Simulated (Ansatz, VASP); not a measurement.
## Ca: VASP beside Ansatz

```
Ca
1.0
     1.97128   -3.39549    0.00000
     1.97128    3.39549    0.00000
     0.00000    0.00000    6.50911
Ca
2
Direct
  0.83559 0.16441 0.25000
  0.17491 0.80947 0.76200
```

Alike in both runs: task single point; functional PBE; k mesh 10 × 10 × 6; occupations gaussian, width 0.05 eV; no spin polarisation.

```csv
,VASP,Ansatz
version,VASP 6.6.1,Ansatz 0.2.0
potentials or method,"VASP PAW PBE potentials, release 64 (Ca_sv), cutoff 520 eV","scalar-relativistic, plane waves, PAW"
valence electrons in the cell,20,20
```

```csv
,VASP,Ansatz,Ansatz less VASP
gap on the k mesh at the Fermi level (eV),none,none,-
pressure (GPa),-0.4,-0.4,0.00
"traceless stress, the component that is largest in VASP (GPa)",-0.12,-0.12,+0.002
rms of the force components (eV/Å),0.067,0.067,+0.0001
```

Atom by atom the forces differ by 0.000 eV/Å (rms over components). A gap of «none» marks a metal or a gap that the smearing closes. The functional is the same, so the differences come from potentials, cutoffs and numerics.
